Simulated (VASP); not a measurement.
Hg: single point with PBE

Hg:

```xyz
2
Lattice="2.9929 0.0000 0.5031 0.0000 5.4873 0.0000 -1.0450 0.0000 2.8493" Properties=species:S:1:pos:R:3 pbc="T T T"
Hg    1.4603    1.3718    2.5152
Hg    0.4876    4.1155    0.8372
```

- Program: VASP 6.6.1
- Task: single point
- Functional: PBE
- Potentials or basis: VASP PAW PBE potentials, release 64 (Hg)
- Cutoff: 520 eV
- k mesh: 8 × 6 × 8
- Occupations: fermi-dirac, width 0.02 eV
- Spin: no spin polarisation

```json
{
  "Pressure": "3.4 GPa",
  "Band gap on the k mesh": "zero (bands 12 and 13 overlap by 2.61 eV)"
}
```

Stress tensor (GPa, compression positive):
```
 3.49  0.00 -0.02
 0.00  3.10  0.00
-0.02  0.00  3.46
```

Levels at points of the mesh, in eV from the Fermi level:
```tsv
k point	band 9	band 10	band 11	band 12	band 13	band 14	band 15	band 16
(0.00, 0.00, 0.00)	-5.99	-5.98	-5.83	-2.40	-1.62	9.62	9.89	12.88
(0.50, 0.00, 0.00)	-6.19	-6.19	-2.73	-2.73	1.94	1.94	4.47	4.47
(0.00, 0.50, 0.00)	-6.18	-6.18	-6.03	-6.03	5.43	5.43	11.63	11.63
(0.50, 0.50, 0.00)	-5.75	-5.75	-1.50	-1.50	-1.33	-1.33	8.19	8.19
(0.00, 0.00, 0.50)	-6.19	-6.19	-2.73	-2.73	1.94	1.94	4.47	4.48
(0.50, 0.00, 0.50)	-5.42	-5.37	-0.25	0.38	2.61	2.80	4.05	5.00
(0.00, 0.50, 0.50)	-5.75	-5.75	-1.50	-1.50	-1.33	-1.33	8.19	8.19
(0.50, 0.50, 0.50)	-5.39	-5.39	0.99	0.99	1.66	1.66	4.55	4.55
```

Wall time 75 s on 1 thread of Intel Xeon 8259CL (shared host), peak memory 0.24 GiB.

Caveat: the cell stands under pressure; spin-orbit coupling is left out, which moves the levels of the heavy elements.
